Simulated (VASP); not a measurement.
# PbO (Fm-3m) in VASP: a series of runs

PbO is run at these levels: PBEsol; tasks: single point.

Program: VASP 6.6.1. These are calculated values, not measurements. Logs are shortened: lines on timing, memory, paths and dates and some standing lists are left out, and cuts for length are marked.

### 1 The cell of the first run

It takes space group Fm-3m (No. 225, cubic). Conventional cell: a = 5.108 Å, b = 5.108 Å, c = 5.108 Å, α = 90.00°, β = 90.00°, γ = 90.00°. Within 3.4 Å of Pb (site symmetry m-3m) lie 6 O at 2.55 Å. O (site symmetry m-3m) has 6 Pb at 2.55 Å within 3.4 Å.

### 2 Single point, PBEsol (16.66 Å³/atom)

INCAR reads:

```
PREC = Accurate ; ENCUT = 520
EDIFF = 1E-7 ; ISMEAR = 0
SIGMA = 0.05 ; LREAL = False
LASPH = True ; NELM = 80
ALGO = Normal ; ISIF = 2
LWAVE = False ; LCHARG = True
GGA = PS ; LELF = True
LVHAR = True ; NBANDS = 17
```

KPOINTS reads:

```
regular mesh
0
Gamma
  10 10 10
```

POSCAR reads:

```
PbO
1.0
    0.0000000000      2.5537942286      2.5537942286
    2.5537942286      0.0000000000      2.5537942286
    2.5537942286      2.5537942286      0.0000000000
Pb O
1 1
Direct
    0.5000000000      0.5000000000      0.5000000000
    0.0000000000      0.0000000000      0.0000000000
```

Potentials or basis: VASP PAW PBE potentials, release 64 (Pb_d, O).

Command:

```bash
> cat potpaw_PBE.64/Pb_d/POTCAR potpaw_PBE.64/O/POTCAR > POTCAR
> mpirun -np 1 vasp_std > vasp.out
```

OUTCAR:

```text
PREC = Accurate
   ENCUT = 520
   EDIFF = 1E-7
   ISMEAR = 0
   LREAL = False
   LASPH = True
   NELM = 80
   ISIF = 2
   GGA = PS

 ion  position               nearest neighbor table
   1  0.500  0.500  0.500-   2 2.55   2 2.55   2 2.55   2 2.55   2 2.55   2 2.55
   2  0.000  0.000  0.000-   1 2.55   1 2.55   1 2.55   1 2.55   1 2.55   1 2.55

  LATTYP: Found a face centered cubic cell.
 ALAT       =     5.1075884572

  Lattice vectors:

 A1 = (   0.0000000000,   2.5537942286,   2.5537942286)
 A2 = (   2.5537942286,   0.0000000000,   2.5537942286)
 A3 = (   2.5537942286,   2.5537942286,   0.0000000000)

Analysis of symmetry for initial positions (statically):
=====================================================================
 Subroutine PRICEL returns:
 Original cell was already a primitive cell.

 Routine SETGRP: Setting up the symmetry group for a
 face centered cubic supercell.

 Subroutine GETGRP returns: Found 48 space group operations
 (whereof 48 operations were pure point group operations)
 out of a pool of 48 trial point group operations.

The static configuration has the point symmetry O_h .

Analysis of symmetry for dynamics (positions and initial velocities):
=====================================================================
 Subroutine PRICEL returns:
 Original cell was already a primitive cell.

 Routine SETGRP: Setting up the symmetry group for a
 face centered cubic supercell.

 Subroutine GETGRP returns: Found 48 space group operations
 (whereof 48 operations were pure point group operations)
 out of a pool of 48 trial point group operations.

The dynamic configuration has the point symmetry O_h .

 Subroutine INISYM returns: Found 48 space group operations
 (whereof 48 operations are pure point group operations),
 and found     1 'primitive' translations

----------------------------------------------------------------------------------------

                                     Primitive cell

  volume of cell :      33.3110

  direct lattice vectors                    reciprocal lattice vectors
     0.000000000  2.553794229  2.553794229    -0.195787113  0.195787113  0.195787113
     2.553794229  0.000000000  2.553794229     0.195787113 -0.195787113  0.195787113
     2.553794229  2.553794229  0.000000000     0.195787113  0.195787113 -0.195787113

  length of vectors
     3.611610434  3.611610434  3.611610434     0.339113228  0.339113228  0.339113228

  position of ions in fractional coordinates (direct lattice)
     0.500000000  0.500000000  0.500000000
     0.000000000  0.000000000  0.000000000

  ion indices of the primitive-cell ions
   primitive index   ion index
                 1           1
                 2           2

----------------------------------------------------------------------------------------

 KPOINTS: regular mesh

Automatic generation of k-mesh.
 Grid dimensions read from file:
 generate k-points for:   10   10   10

 Generating k-lattice:

  Cartesian coordinates                     Fractional coordinates (reciprocal lattice)
    -0.019578711  0.019578711  0.019578711     0.100000000  0.000000000  0.000000000
     0.019578711 -0.019578711  0.019578711     0.000000000  0.100000000  0.000000000
     0.019578711  0.019578711 -0.019578711     0.000000000  0.000000000  0.100000000

  Length of vectors
     0.033911323  0.033911323  0.033911323

  Shift w.r.t. Gamma in fractional coordinates (k-lattice)
     0.000000000  0.000000000  0.000000000

 Subroutine IBZKPT returns following result:
 ===========================================

 Found     47 irreducible k-points:

 Following reciprocal coordinates:
            Coordinates               Weight
  0.000000  0.000000  0.000000      1.000000
  0.100000  0.000000  0.000000      8.000000
  0.200000  0.000000  0.000000      8.000000
  0.300000  0.000000  0.000000      8.000000
  0.400000  0.000000  0.000000      8.000000
  0.500000  0.000000  0.000000      4.000000
[... 16 lines left out ...]
  0.300000  0.300000  0.000000      6.000000
  0.400000  0.300000  0.000000     24.000000
 [... further k-points ...]
   k-points           NKPTS =     47   k-points in BZ     NKDIM =     47   number of bands    NBANDS=     17
   number of dos      NEDOS =    301   number of ions     NIONS =      2
   total plane-waves  NPLWV =  21952
   dimension x,y,z NGX =    28 NGY =   28 NGZ =   28
   dimension x,y,z NGXF=    56 NGYF=   56 NGZF=   56
   ions per type =               1   1
   NGX,Y,Z   is equivalent  to a cutoff of  12.89, 12.89, 12.89 a.u.
   NGXF,Y,Z  is equivalent  to a cutoff of  25.78, 25.78, 25.78 a.u.
 SYSTEM =  unknown system
   PREC   = accura    normal or accurate (medium, high low for compatibility)
   ISTART =      0    job   : 0-new  1-cont  2-samecut
   ICHARG =      2    charge: 1-file 2-atom 10-const
   ISPIN  =      1    spin polarized calculation?
   LNONCOLLINEAR =      F non collinear calculations
   LSORBIT =      F    spin-orbit coupling
   LASPH  =      T    aspherical Exc in radial PAW
   ENCUT  =  520.0 eV  38.22 Ry    6.18 a.u.   6.72  6.72  6.72*2*pi/ulx,y,z
   NELM   =     80;   NELMIN=  2; NELMDL= -5     # of ELM steps
   EDIFF  = 0.1E-06   stopping-criterion for ELM
   LREAL  =      F    real-space projection
   EDIFFG = 0.1E-05   stopping-criterion for IOM
   NSW    =      0    number of steps for IOM
   IBRION =     -1    ionic relax: 0-MD 1-quasi-New 2-CG
   NFREE  =      0    steps in history (QN), initial steepest desc. (CG)
   ISIF   =      2    stress and relaxation
   ISYM   =      2    0-nonsym 1-usesym 2-fastsym
   POTIM  = 0.5000    time-step for ionic-motion
   TEBEG  =    0.0;   TEEND  =   0.0 temperature during run
   PSTRESS=    0.0 pullay stress
   NELECT =      20.0000    total number of electrons
   NUPDOWN=      -1.0000    fix difference up-down
   EMIN   =  10.00;   EMAX   =-10.00  energy-range for DOS
   EFERMI =   0.00;   METHOD = LEGACY
   ISMEAR =     0;   SIGMA  =   0.05  broadening in eV -4-tet -1-fermi 0-gaus
   EFERMI_NEDOS =   21; number of points for ismear=-14 and -15
   IALGO  =     38    algorithm
   IMIX   =      4    mixing-type and parameters
     AMIX     =   0.40;   BMIX     =  1.00
     AMIX_MAG =   1.60;   BMIX_MAG =  1.00
  volume/ion in A,a.u.               =      16.66       112.40
  Fermi-wavevector in a.u.,A,eV,Ry     =   1.381091  2.609883 25.951917  1.907412
  Thomas-Fermi vector in A             =   2.505907
   LORBIT       =      0    0 simple, 1 ext, 2 COOP (PROOUT), +10 PAW based schemes
   GGA     = PS    functional components
   LHFCALC =     F    Hartree Fock is set to
   AEXX    =    0.0000 exact exchange contribution
   IVDW    =     0    specifies the selected vdW correction
   LEPSILON=     F    determine dielectric tensor
   LRPA    =     F    only Hartree local field effects (RPA)
 non-spin polarized calculation
 Gauss-broadening in eV      SIGMA  =   0.05
  energy-cutoff  :      520.00
  volume of cell :       33.31
 maximum number of plane-waves:       934
   NGX = 13   NGY = 13   NGZ = 13

 number of electron      19.9999995 magnetization

 Free energy of the ion-electron system (eV)
  ---------------------------------------------------
  ext. energy  EPLUGINS =         0.00000000
  ---------------------------------------------------
  free energy    TOTEN  =       -11.07502299 eV

  energy without entropy =      -11.07502299  energy(sigma->0) =      -11.07502299

 E-fermi :   7.4187     XC(G=0): -11.2406

 val. band max:        7.1555829100   @ k =   0.5000   0.1000   0.0000
 cond. band min:       7.8306725817   @ k =   0.5000   0.0000   0.0000
 fundamental gap:      0.6750896717
 Fermi energy:         7.4187066494

 k-point     1 :       0.0000    0.0000    0.0000
  band No.  band energies     occupation
      1     -10.9233      2.00000
      2      -9.1174      2.00000
      3      -9.1174      2.00000
      4      -9.1174      2.00000
      5      -8.9778      2.00000
      6      -8.9778      2.00000
[... 9 lines left out ...]
     16      18.7675      0.00000
     17      18.7675      0.00000

 k-point     2 :       0.1000    0.0000    0.0000
  band No.  band energies     occupation
      1     -10.8559      2.00000
      2      -9.1182      2.00000
      3      -9.1068      2.00000
      4      -9.1068      2.00000
      5      -8.9836      2.00000
      6      -8.9836      2.00000
[... 9 lines left out ...]
     16      19.1675      0.00000
     17      20.3980      0.00000

 k-point     3 :       0.2000    0.0000    0.0000
  band No.  band energies     occupation
      1     -10.6721      2.00000
      2      -9.1216      2.00000
      3      -9.0927      2.00000
      4      -9.0927      2.00000
      5      -8.9841      2.00000
      6      -8.9841      2.00000
[... 9 lines left out ...]
     16      19.9532      0.00000
     17      22.0621      0.00000

 k-point     4 :       0.3000    0.0000    0.0000
  band No.  band energies     occupation
      1     -10.4287      2.00000
      2      -9.1298      2.00000
      3      -9.1063      2.00000
      4      -9.1063      2.00000
      5      -8.9528      2.00000
      6      -8.9528      2.00000
[... 9 lines left out ...]
     16      20.9044      0.00000
     17      22.6428      0.00000
[... 343 lines left out ...]
      1     -10.4943      2.00000
      2      -9.1087      2.00000
      3      -9.0817      2.00000
      4      -9.0520      2.00000
      5      -9.0276      2.00000
      6      -8.7826      2.00000
[... 9 lines left out ...]
     16      20.8245      0.00000
     17      23.2634      0.00000

 k-point    23 :       0.3000    0.3000    0.0000
  band No.  band energies     occupation
      1     -10.7506      2.00000
      2      -9.1993      2.00000
      3      -8.9628      2.00000
      4      -8.9628      2.00000
      5      -8.9130      2.00000
      6      -8.5540      2.00000
[... 9 lines left out ...]
     16      24.5600      0.00000
     17      25.0207      0.00000

 k-point    24 :       0.4000    0.3000    0.0000
  band No.  band energies     occupation
      1     -10.7810      2.00000
      2      -9.2031      2.00000
      3      -8.9525      2.00000
      4      -8.9403      2.00000
      5      -8.8895      2.00000
      6      -8.3264      2.00000
[... 9 lines left out ...]
     16      24.3791      0.00000
     17      24.5618      0.00000

 [... further k-points ...]

------------------------ aborting loop because EDIFF is reached ----------------------------------------

  FORCE on cell =-STRESS in cart. coord.  units (eV):
  Direction    XX          YY          ZZ          XY          YZ          ZX
  --------------------------------------------------------------------------------------
  -------------------------------------------------------------------------------------
  Total        0.9130813      0.9130813      0.9130813      0.0000000      0.0000000     -0.0000000
  in kB       43.9169674     43.9169674     43.9169674      0.0000000      0.0000000     -0.0000000
  external PRESSURE =      43.9169674 kB  Pullay stress =       0.0000000 kB

 VOLUME and BASIS-vectors are now :
 -----------------------------------------------------------------------------
  energy-cutoff  :      520.00
  volume of cell :       33.31
      direct lattice vectors                 reciprocal lattice vectors
     0.000000000  2.553794229  2.553794229    -0.195787113  0.195787113  0.195787113
     2.553794229  0.000000000  2.553794229     0.195787113 -0.195787113  0.195787113
     2.553794229  2.553794229  0.000000000     0.195787113  0.195787113 -0.195787113

 POSITION                                       TOTAL-FORCE (eV/Angst)
 -----------------------------------------------------------------------------------
      2.55379      2.55379      2.55379         0.000000     -0.000000      0.000000
      0.00000      0.00000      0.00000         0.000000      0.000000     -0.000000
 -----------------------------------------------------------------------------------
    total drift:                                0.000000      0.000000      0.000000

  FREE ENERGIE OF THE ION-ELECTRON SYSTEM (eV)
  ---------------------------------------------------
  free  energy   TOTEN  =       -11.0750229876 eV

  energy  without entropy=      -11.0750229876  energy(sigma->0) =      -11.07502299
```

It took 21 s on 1 thread of Intel Xeon Platinum 8488C (Sapphire Rapids), shared host; peak memory 0.17 GiB.

What came out:

- Free energy: -11.0750 eV
- Pressure: 4.4 GPa
- Band gap on the k mesh: 0.68 eV (least direct gap 0.73 eV)

Levels at points of the mesh, in eV from the valence-band top:
```csv
k point,band 6,band 7,band 8,band 9,band 10,band 11,band 12,band 13,band 14,band 15
"(0.00, 0.00, 0.00)",-16.13,-7.42,-2.68,-2.68,-2.68,8.93,8.93,8.93,10.19,11.61
"(0.50, 0.00, 0.00)",-16.05,-8.81,-2.18,-2.18,-0.23,0.68,5.20,5.20,10.40,14.42
"(0.50, 0.50, 0.00)",-15.00,-5.91,-5.87,-3.77,-3.77,4.16,6.53,6.69,6.69,14.96
```

Caveat: the cell stands under pressure; the PAW data sets were made with another functional, which shifts forces and pressure a little; spin-orbit coupling is left out, which moves the levels of the heavy elements. A k mesh can miss the band edges.

### 3 Single point, PBEsol (17.00 Å³/atom)

This run uses another cell than the first one, of 17.00 Å³/atom.

INCAR reads:

```
SYSTEM = PbO
PREC     = Accurate       ! precision mode
ENCUT    = 520            ! plane-wave cutoff, eV
EDIFF    = 1E-6           ! SCF threshold, eV
ISMEAR   = 0              ! smearing method
SIGMA    = 0.05           ! smearing width, eV
LREAL    = .False.        ! projectors in reciprocal space
LASPH    = .True.         ! aspherical terms in the spheres
NELM     = 60             ! most SCF steps
ALGO     = Normal         ! electronic algorithm
ISIF     = 2              ! what is computed and relaxed
LWAVE    = .False.        ! write WAVECAR
LCHARG   = .False.        ! write CHGCAR
GGA      = PS             ! functional
NBANDS   = 17             ! bands
```

KPOINTS reads:

```
regular mesh
0
Gamma
  10 10 10
  0 0 0
```

POSCAR reads:

```
PbO
1.0
    0.0000000000      2.5714071591      2.5714071591
    2.5714071591      0.0000000000      2.5714071591
    2.5714071591      2.5714071591      0.0000000000
Pb O
1 1
Direct
    0.5000000000      0.5000000000      0.5000000000
    0.0000000000      0.0000000000      0.0000000000
```

Potentials or basis: VASP PAW PBE potentials, release 64 (Pb_d, O).

Command:

```bash
> cat potpaw_PBE.64/Pb_d/POTCAR potpaw_PBE.64/O/POTCAR > POTCAR
> mpirun -np 1 vasp_std > vasp.out
```

Run time: 21 s. Hardware: 1 thread of Intel Xeon Platinum 8488C (Sapphire Rapids), shared host; peak memory 0.17 GiB.

The run converged. Its results:

```yaml
Free_energy: -11.0897 eV
Pressure: 2.0 GPa
Band_gap_on_the_k_mesh: 0.63 eV (least direct gap 0.73 eV)
```

Levels at points of the mesh, in eV from the valence-band top:
| k point | band 8 | band 9 | band 10 | band 11 | band 12 | band 13 |
| --- | --- | --- | --- | --- | --- | --- |
| (0.00, 0.00, 0.00) | -2.56 | -2.56 | -2.56 | 8.77 | 8.77 | 8.77 |
| (0.50, 0.00, 0.00) | -2.09 | -2.09 | -0.18 | 0.63 | 5.16 | 5.16 |
| (0.50, 0.50, 0.00) | -5.68 | -3.63 | -3.63 | 4.13 | 6.54 | 6.59 |

Caveat: the PAW data sets were made with another functional, which shifts forces and pressure a little; spin-orbit coupling is left out, which moves the levels of the heavy elements.

### 4 Single point, PBEsol (17.70 Å³/atom)

This run uses another cell than the first one, of 17.70 Å³/atom.

INCAR reads:

```
SYSTEM = PbO
  PREC = Accurate
  ENCUT = 520
  EDIFF = 1E-7
  ISMEAR = 0
  SIGMA = 0.05
  LREAL = .FALSE.
  LASPH = .TRUE.
  NELM = 80
  ALGO = Normal
  ISIF = 2
  LWAVE = .FALSE.
  LCHARG = .TRUE.
  GGA = PS
  LELF = .TRUE.
  LVHAR = .TRUE.
  NBANDS = 17
```

KPOINTS reads:

```
Automatic mesh
0
G
  10 10 10
  0 0 0
```

POSCAR reads:

```
PbO
1.0
    0.0000000000      2.6059268106      2.6059268106
    2.6059268106      0.0000000000      2.6059268106
    2.6059268106      2.6059268106      0.0000000000
Pb O
1 1
Direct
    0.5000000000      0.5000000000      0.5000000000
    0.0000000000      0.0000000000      0.0000000000
```

Command:

```bash
> cat potpaw_PBE.64/Pb_d/POTCAR potpaw_PBE.64/O/POTCAR > POTCAR
> mpirun -np 1 vasp_std > vasp.out
```

Wall time 22 s (1 thread of Intel Xeon Platinum 8488C (Sapphire Rapids), shared host); peak memory 0.17 GiB.

It converged, with:

```yaml
Free_energy: -11.0913 eV
Pressure: -1.9 GPa
Band_gap_on_the_k_mesh: 0.57 eV (least direct gap 0.65 eV)
```

Levels at points of the mesh, in eV from the valence-band top:
```csv
k point,band 7,band 8,band 9,band 10,band 11,band 12,band 13,band 14
"(0.00, 0.00, 0.00)",-7.38,-2.33,-2.33,-2.33,8.45,8.45,8.45,10.30
"(0.50, 0.00, 0.00)",-8.47,-1.91,-1.91,-0.09,0.57,5.08,5.08,10.13
"(0.50, 0.50, 0.00)",-5.94,-5.33,-3.36,-3.36,4.09,6.42,6.42,6.56
```

Caveat: the PAW data sets were made with another functional, which shifts forces and pressure a little; spin-orbit coupling is left out, which moves the levels of the heavy elements.

### 5 Overview

```csv
cell,gap on the mesh (eV),pressure (GPa)
"a = 3.612 Å, angles 60.0°, 2 atoms",0.68,4.4
"a = 3.637 Å, angles 60.0°, 2 atoms",0.63,2.0
"a = 3.685 Å, angles 60.0°, 2 atoms",0.57,-1.9
```

Alike in all rows: task single point; level PBEsol; potentials or basis VASP PAW PBE potentials, release 64 (Pb_d, O); no spin polarisation; k mesh 10 × 10 × 10; cutoff (eV) 520; smearing gaussian 0.05 eV.

Caveats: the PAW data sets were made with another functional, which shifts forces and pressure a little; spin-orbit coupling is left out, which moves the levels of the heavy elements; the cell stands under pressure (at least some runs).

Absolute energies hang on the potentials; compare differences alone.
